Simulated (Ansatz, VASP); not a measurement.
# Two plane-wave programs on HfN

The input INCAR:

```
SYSTEM = HfN
PREC = Accurate ; ENCUT = 520
EDIFF = 1E-6 ; ISMEAR = 0
SIGMA = 0.15 ; LREAL = .False.
LASPH = .True. ; NELM = 100
ALGO = Normal ; ISIF = 2
LWAVE = .False. ; LCHARG = .False.
GGA = PE ; NBANDS = 14
```

KPOINTS

```
regular mesh
0
Gamma
  18 18 18
  0 0 0
```

File POSCAR:

```
HfN
1.0
    0.0000000000      2.2590000000      2.2590000000
    2.2590000000      0.0000000000      2.2590000000
    2.2590000000      2.2590000000      0.0000000000
Hf N
1 1
Direct
    0.0000000000      0.0000000000      0.0000000000
    0.5469526415      0.5000000000      0.5000000000
```

Input for Ansatz:

```yaml
crystal:
  lattice:
    - [0.0, 2.259, 2.259]
    - [2.259, 0.0, 2.259]
    - [2.259, 2.259, 0.0]
  atoms:
    - { symbol: Hf, position: [0.0, 0.0, 0.0] }
    - { symbol: "N", position: [0.5469526415, 0.5, 0.5] }
basis:
  ecutwfc: 420
kpoints:
  mp_grid: { grid: [18, 18, 18] }
hamiltonian:
  xc: pbe
scf:
  occupations: { method: gaussian, width: 0.15 }
output:
  forces: true
  stress: true
  eigenvalues: true
  write_density: true
  write_potential: true
  elf: true
  volumetric_format: npy
```

Change from the starting cell: all N atoms moved -0.150 Å, as atom 2 towards its neighbour atom 2 (N) at 3.195 Å.

Alike in both runs: task single point; functional PBE; k mesh 18 × 18 × 18; occupations gaussian, width 0.15 eV; no spin polarisation.

|  | VASP | Ansatz |
| --- | --- | --- |
| version | VASP 6.6.1 | Ansatz 0.2.0 |
| potentials or method | VASP PAW PBE potentials, release 64 (Hf_pv, N), cutoff 520 eV | scalar-relativistic, plane waves, PAW |
| valence electrons in the cell | 15 | 31 |

VASP gave:

* gap on the k mesh at the Fermi level (eV): none
* pressure (GPa): 6.1
* traceless stress, the component that is largest in VASP (GPa): -2.83
* rms of the force components (eV/Å): 1.007

Question: Which values does Ansatz return?

Answer: gap on the k mesh at the Fermi level (eV): none; pressure (GPa): 8.4; traceless stress, the component that is largest in VASP (GPa): -2.84; rms of the force components (eV/Å): 1.006.

Atom by atom the forces differ by 0.001 eV/Å (rms over components). A gap of «none» marks a metal or a gap that the smearing closes. VASP's potentials hold 15 valence electrons a cell and Ansatz's 31, so a difference there can come from the potentials and not from the codes.

Spin-orbit coupling is off throughout.
